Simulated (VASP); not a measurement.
Write the native input for VASP 6.6.1 that does the following.

- Task: single point
- Functional: PBEsol
- Potentials or basis: VASP PAW PBE potentials, release 64 (Sc_sv, Al)
- Cutoff: 520 eV
- k mesh: 10 × 10 × 10
- Occupations: gaussian, width 0.1 eV
- Spin: no spin polarisation
- Dipole correction: no
- Further INCAR settings: ALGO = Normal; EDIFF = 1e-07; NBANDS = 14

The structure of ScAl lies in POSCAR:

```
ScAl
1.0
    3.3703489700      0.0000000000      0.0000000000
    0.0000000000      3.3703489700      0.0000000000
    0.0000000000      0.0000000000      3.3703489700
Sc Al
1 1
Direct
    0.5000000000      0.5000000000      0.5000000000
    0.0000000000      0.0000000000      0.0000000000
```

The input as run:

INCAR

```
SYSTEM = ScAl
ALGO = Normal ; EDIFF = 1E-7
ENCUT = 520 ; GGA = PS
ISIF = 2 ; ISMEAR = 0
LASPH = .True. ; LCHARG = .False.
LREAL = .False. ; LWAVE = .False.
NBANDS = 14 ; NELM = 60
PREC = Accurate ; SIGMA = 0.1
```

KPOINTS

```
k-points
0
Gamma
  10 10 10
  0 0 0
```

Potentials or basis: VASP PAW PBE potentials, release 64 (Sc_sv, Al).

Launch:

```bash
$ cat potpaw_PBE.64/Sc_sv/POTCAR potpaw_PBE.64/Al/POTCAR > POTCAR
$ mpirun -np 1 vasp_std > vasp.out
```

It gave:

```yaml
Pressure: -1.7 GPa
Band_gap_on_the_k_mesh: zero (band 7 reaches 6.28 eV, above the bottom of band 8 at 5.12 eV)
```

Caveat: the PAW data sets were made with another functional, which shifts forces and pressure a little.

Run time: 43 s on 1 thread of Intel Xeon 8259CL, with other jobs on the host, peak memory 0.18 GiB.
